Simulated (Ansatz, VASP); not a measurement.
Cs in VASP and in Ansatz

```
Cs
1.0
    10.50000    0.00000    0.00000
     0.00000   11.00000    0.00000
     0.00000    0.00000   11.50000
Cs
1
Cartesian
  5.2500 5.5500 5.7500
```

Alike in both runs: task single point; functional PBE; dispersion D3(BJ); k mesh 1 × 1 × 1; occupations gaussian, width 0.005 eV; collinear spin.

```csv
,VASP,Ansatz
version,VASP 6.6.1,Ansatz 0.2.0
potentials or method,"VASP PAW PBE potentials, release 64 (Cs_sv)","scalar-relativistic, plane waves, PAW"
plane-wave cutoff (eV),400,420
valence electrons in the cell,9,9
```

|  | VASP | Ansatz | Ansatz less VASP |
| --- | --- | --- | --- |
| net moment per atom (μB) | 1.00 | 1.00 | 0.000 |
| size of the moment on the site where the two differ most (μB) | 0.02 | 0.90 | +0.879 |

Site moments also hang on the region over which each program counts them.

Spin-orbit coupling is off throughout.
